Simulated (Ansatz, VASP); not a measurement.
**Two plane-wave programs on Sc3Ga2As**

```xyz
6
Lattice="6.2381 0.0000 0.0000 -3.1191 5.4024 0.0000 0.0000 0.0000 4.1926" Properties=species:S:1:pos:R:3 pbc="T T T"
Sc    3.1191    0.0000    2.0963
Sc    1.5595    2.7012    2.0963
Sc   -1.5595    2.7012    2.0963
Ga    0.0000    3.6016    0.0000
Ga    3.1191    1.8008    0.0000
As    0.0000    0.0000    0.0000
```

Change from the starting cell: species swapped into the ErCo3B2 type (P6/mmm, No. 191).

Alike in both runs: task relaxation of cell and atoms; functional PBE; k mesh 6 × 6 × 10; occupations gaussian, width 0.1 eV; no spin polarisation.

|  | VASP | Ansatz |
| --- | --- | --- |
| version | VASP 6.6.1 | Ansatz 0.2.0 |
| potentials or method | VASP PAW PBE potentials, release 64 (Sc_sv, Ga_d, As), cutoff 600 eV | scalar-relativistic, plane waves, PAW |
| valence electrons in the cell | 64 | 74 |

```csv
,VASP,Ansatz,Ansatz less VASP
"gap on the k mesh at the Fermi level, each at its own relaxed structure (eV)",none,none,-
relaxed volume (Å³/atom),23.54,23.49,-0.042
relaxed cell length with the largest relative difference (Å),4.268,4.263,-0.0053
```

A gap of «none» marks a metal or a gap that the smearing closes. VASP's potentials hold 64 valence electrons a cell and Ansatz's 74, so a difference there can come from the potentials and not from the codes.
